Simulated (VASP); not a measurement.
# WSe2: single point with PBE

WSe2:

```xyz
6
Lattice="3.2878 0.0000 0.0000 -1.6439 2.8473 0.0000 0.0000 0.0000 14.8934" Properties=species:S:1:pos:R:3 pbc="T T T"
W     1.6439    0.9491   11.1700
W     0.0000    1.8982    3.7233
Se    0.0000    1.8982   12.8607
Se    1.6439    0.9491    5.4140
Se    0.0000    1.8982    9.4794
Se    1.6439    0.9491    2.0327
```

This cell differs from its parent crystal: equal strain along all axes, cell held: -1.0 %, then relaxed in part.

```yaml
Program: VASP 6.6.1
Task: single point
Functional: PBE
Potentials_or_basis: VASP PAW PBE potentials, release 64 (W_sv, Se)
Cutoff: 520 eV
k_mesh: 12 × 12 × 2
Occupations: gaussian, width 0.02 eV
Spin: no spin polarisation
Dipole_correction: no
Further_INCAR_settings: ALGO = Normal; EDIFF = 1e-06; NBANDS = 35
```

* Pressure: 1.6 GPa
* Largest force: 0.042 eV/Å
* Band gap on the k mesh: 1.37 eV (least direct gap 1.64 eV)

Forces on the atoms (eV/Å):
```
W    0.000  0.000  0.000
W    0.000  0.000  0.000
Se   0.000  0.000  0.042
Se   0.000  0.000  0.042
Se   0.000  0.000 -0.042
Se   0.000  0.000 -0.042
```

Stress tensor (GPa, compression positive):
```
2.22 0.00 0.00
0.00 2.22 0.00
0.00 0.00 0.38
```

Levels at points of the mesh, in eV from the valence-band top:
```csv
k point,band 24,band 25,band 26,band 27,band 28,band 29
"(0.00, 0.00, 0.00)",-1.18,-0.73,-0.17,2.94,2.94,2.95
"(0.50, 0.00, 0.00)",-1.05,-0.91,-0.87,2.44,2.44,2.68
"(0.00, 0.00, 0.50)",-1.18,-0.37,-0.37,2.95,2.95,2.95
"(0.50, 0.00, 0.50)",-1.05,-0.89,-0.89,2.44,2.44,2.75
```

Run time: 79 s on 1 thread of Intel(R) Xeon(R) 6975P-C (Granite Rapids), with other jobs on the host, peak memory 0.32 GiB.

Caveat: the cell differs from its parent crystal (equal strain along all axes, cell held: -1.0 %, then relaxed in part); spin-orbit coupling is left out, which moves the levels of the heavy elements; this functional lacks dispersion, which binds layers or chains, so the pressure and a relaxed spacing across them are unreliable. A k mesh can miss the band edges.
